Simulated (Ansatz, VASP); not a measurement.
**One calculation of RbBr, two programs**

Contents of INCAR:

```
PREC = Accurate
ENCUT = 520
EDIFF = 1E-7
ISMEAR = 0
SIGMA = 0.02
LREAL = False
LASPH = True
NELM = 100
ALGO = Normal
ISIF = 2
LWAVE = False
LCHARG = False
GGA = PS
NBANDS = 15
```

Contents of KPOINTS:

```
regular mesh
0
Gamma
  6 6 6
```

Contents of POSCAR:

```
RbBr
1.0
    0.0000000000      3.2917024500      3.2917024500
    3.2917024500      0.0000000000      3.2917024500
    3.2917024500      3.2917024500      0.0000000000
Rb Br
1 1
Direct
    0.0000000000      0.0000000000      0.0000000000
    0.5000000000      0.5000000000      0.5000000000
```

Input for Ansatz:

```yaml
crystal:
  lattice:
    - [0.0, 3.29170245, 3.29170245]
    - [3.29170245, 0.0, 3.29170245]
    - [3.29170245, 3.29170245, 0.0]
  atoms:
    - { symbol: Rb, position: [0.0, 0.0, 0.0] }
    - { symbol: Br, position: [0.5, 0.5, 0.5] }
basis:
  ecutwfc: 420
kpoints:
  mp_grid: { grid: [6, 6, 6] }
hamiltonian:
  xc: pbesol
scf:
  occupations: { method: gaussian, width: 0.02 }
output:
  forces: true
  stress: true
  eigenvalues: true
```

Alike in both runs: task single point; functional PBEsol; k mesh 6 × 6 × 6; occupations gaussian, width 0.02 eV; no spin polarisation.

|  | VASP | Ansatz |
| --- | --- | --- |
| version | VASP 6.6.1 | Ansatz 0.2.0 |
| potentials or method | VASP PAW PBE potentials, release 64 (Rb_sv, Br), cutoff 520 eV | scalar-relativistic, plane waves, PAW |
| valence electrons in the cell | 16 | 16 |

```csv
,VASP,Ansatz,Ansatz less VASP
gap on the k mesh at the Fermi level (eV),4.51,4.51,+0.004
least direct gap on the mesh (eV),4.51,4.51,+0.004
pressure (GPa),2.3,2.2,-0.06
```

VASP's potentials were made for PBE, not for PBEsol. With one functional, cell and mesh, what is left measures potentials, basis and numerics.
